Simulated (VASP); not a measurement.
## Re: single point with r2SCAN

Re:

```
Re
1.0
     2.81495    0.00000    0.00000
    -1.40747    2.43782    0.00000
     0.00000    0.00000    4.54564
Re
2
Direct
  0.66667 0.33333 0.75000
  0.33333 0.66667 0.25000
```

```yaml
Program: VASP 6.6.1
Task: single point
Functional: r2SCAN
Potentials_or_basis: VASP PAW PBE potentials, release 64 (Re)
Cutoff: 520 eV
k_mesh: 11 × 11 × 6
Occupations: fermi-dirac, width 0.05 eV
Spin: no spin polarisation
Dipole_correction: no
Further_INCAR_settings: ALGO = Normal; EDIFF = 1e-06; NBANDS = 14
```

The pressure is -20.5 GPa and the band gap on the k mesh is zero (band 7 reaches 8.15 eV, above the bottom of band 8 at 5.38 eV).

Stress tensor (GPa, compression positive):
```
-20.76   0.00   0.00
  0.00 -20.76   0.00
  0.00   0.00 -19.87
```

Levels at points of the mesh, in eV from the Fermi level:
```
           k point  band 4  band 5  band 6  band 7  band 8  band 9  band 10  band 11
(0.00, 0.00, 0.00)   -1.47   -1.47   -0.68   -0.68    0.21    0.21     0.44     3.25
(0.00, 0.00, 0.50)   -2.33   -1.60   -1.60   -1.60   -1.60    2.45     2.45     2.45
```

It took 89 s on 1 thread of Intel Xeon 6975P-C, with other jobs on the host, peak memory 0.17 GiB.

Caveat: the PAW data sets were made with another functional, which shifts forces and pressure a little; spin-orbit coupling is left out, which moves the levels of the heavy elements.
